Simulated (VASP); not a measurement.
Input of a VASP 6.6.1 run:

INCAR

```
SYSTEM = Pb
ALGO = Fast
EDIFF = 1E-6
ENCUT = 520
GGA = PE
ISIF = 2
ISMEAR = 0
LASPH = .True.
LCHARG = .False.
LREAL = .False.
LWAVE = .False.
NBANDS = 13
NELM = 60
PREC = Accurate
SIGMA = 0.019000000000000003
```

The input KPOINTS:

```
k-points
0
Gamma
  9 9 9
  0 0 0
```

File POSCAR:

```
Pb
1.0
    0.0000000000      2.4750200000      2.4750200000
    2.4750200000      0.0000000000      2.4750200000
    2.4750200000      2.4750200000      0.0000000000
Pb
1
Direct
    0.0000000000      0.0000000000      0.0000000000
```

Potentials or basis: VASP PAW PBE potentials, release 64 (Pb_d).

Launch:

```bash
$ cat potpaw_PBE.64/Pb_d/POTCAR > POTCAR
$ mpirun -np 1 vasp_std > vasp.out
```

Problem. What does it give for the pressure?

Solution. 2.2 GPa.

Problem. What does it give for the band gap on the k mesh?

Solution. Zero (band 7 reaches 14.70 eV, above the bottom of band 8 at 5.74 eV).

Caveat: spin-orbit coupling is left out, which moves the levels of the heavy elements.
